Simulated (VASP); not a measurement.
TiAl3, 4 atoms in the cell. It takes space group I4/mmm (No. 139, tetragonal). Conventional cell: a = 3.744 Å, b = 3.744 Å, c = 8.387 Å, α = 90.00°, β = 90.00°, γ = 90.00°. Ti (site symmetry 4/mmm) has 12 Al at 2.65 to 2.81 Å within 3.5 Å. Al (site symmetry -4m2) has 8 Al at 2.65 to 2.81 Å and 4 Ti at 2.81 Å within 3.5 Å. Within 3.5 Å of Al (site symmetry 4/mmm) lie 4 Ti at 2.65 Å and 8 Al at 2.81 Å. 

- Program: VASP 6.6.1
- Task: single point
- Functional: r2SCAN
- Potentials or basis: VASP PAW PBE potentials, release 64 (Ti_sv, Al)
- Cutoff: 520 eV
- k mesh: 10 × 10 × 10
- Occupations: fermi-dirac, width 0.05 eV
- Spin: no spin polarisation
- Dipole correction: no
- Further INCAR settings: ALGO = Normal; EDIFF = 1e-06; NBANDS = 18

Potentials or basis: VASP PAW PBE potentials, release 64 (Ti_sv, Al).

Launch:

```console
$ cat potpaw_PBE.64/Ti_sv/POTCAR potpaw_PBE.64/Al/POTCAR > POTCAR
$ cp INCAR.step1 INCAR
$ mpirun -np 1 vasp_std > vasp.out
$ cp INCAR.step2 INCAR
$ mpirun -np 1 vasp_std > vasp.out
```

Hardware: 1 thread of Intel(R) Xeon(R) 6975P-C (Granite Rapids), on a shared host.

Estimate the wall time of this run.

It took 5.9 min on 1 thread of Intel(R) Xeon(R) 6975P-C (Granite Rapids), on a shared host, peak memory 0.32 GiB. Counts: k points 102.
